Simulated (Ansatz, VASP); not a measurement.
## Two plane-wave programs on AlN

Contents of POSCAR:

```
AlN
1.0
    0.0000000000      2.2101919985      1.7239497588
    2.2101919985      0.0000000000      1.7239497588
    2.2101919985      2.2101919985      0.0000000000
Al N
1 1
Direct
    0.5000000000      0.5000000000      0.5000000000
    0.0000000000      0.0000000000      0.0000000000
```

INCAR.step1

```
SYSTEM = AlN
PREC = Accurate ; ENCUT = 520
ISMEAR = 0 ; SIGMA = 0.05
LREAL = .FALSE. ; LASPH = .TRUE.
NELM = 80 ; NBANDS = 11
GGA = PE ; ALGO = Normal
EDIFF = 1E-4 ; LWAVE = .TRUE.
LCHARG = .FALSE.
```

Contents of INCAR.step2:

```
SYSTEM = AlN
PREC = Accurate ; ENCUT = 520
EDIFF = 1E-6 ; ISMEAR = 0
SIGMA = 0.05 ; LREAL = .FALSE.
LASPH = .TRUE. ; NELM = 80
ALGO = Normal ; ISIF = 2
LWAVE = .FALSE. ; LCHARG = .FALSE.
METAGGA = R2SCAN ; LMIXTAU = .TRUE.
NBANDS = 11 ; ISTART = 1
```

File KPOINTS:

```
regular mesh
0
G
  10 10 10
  0 0 0
```

Input for Ansatz:

```yaml
crystal:
  lattice:
    - [0.0, 2.2101919985, 1.7239497588]
    - [2.2101919985, 0.0, 1.7239497588]
    - [2.2101919985, 2.2101919985, 0.0]
  atoms:
    - { symbol: Al, position: [0.5, 0.5, 0.5] }
    - { symbol: "N", position: [0.0, 0.0, 0.0] }
basis:
  ecutwfc: 500
kpoints:
  mp_grid: { grid: [10, 10, 10] }
hamiltonian:
  xc: r2scan
scf:
  occupations: { method: gaussian, width: 0.05 }
output:
  forces: true
  stress: true
  eigenvalues: true
```

Alike in both runs: task single point; functional r2SCAN; k mesh 10 × 10 × 10; occupations gaussian, width 0.05 eV; no spin polarisation.

```csv
,VASP,Ansatz
version,VASP 6.6.1,Ansatz 0.2.0
potentials or method,"VASP PAW PBE potentials, release 64 (Al, N), cutoff 520 eV","scalar-relativistic, plane waves, PAW"
valence electrons in the cell,8,8
```

```csv
,VASP,Ansatz,Ansatz less VASP
gap on the k mesh at the Fermi level (eV),4.12,4.16,+0.038
least direct gap on the mesh (eV),4.88,4.87,-0.013
```

VASP's potentials were made for PBE, not for r2SCAN.
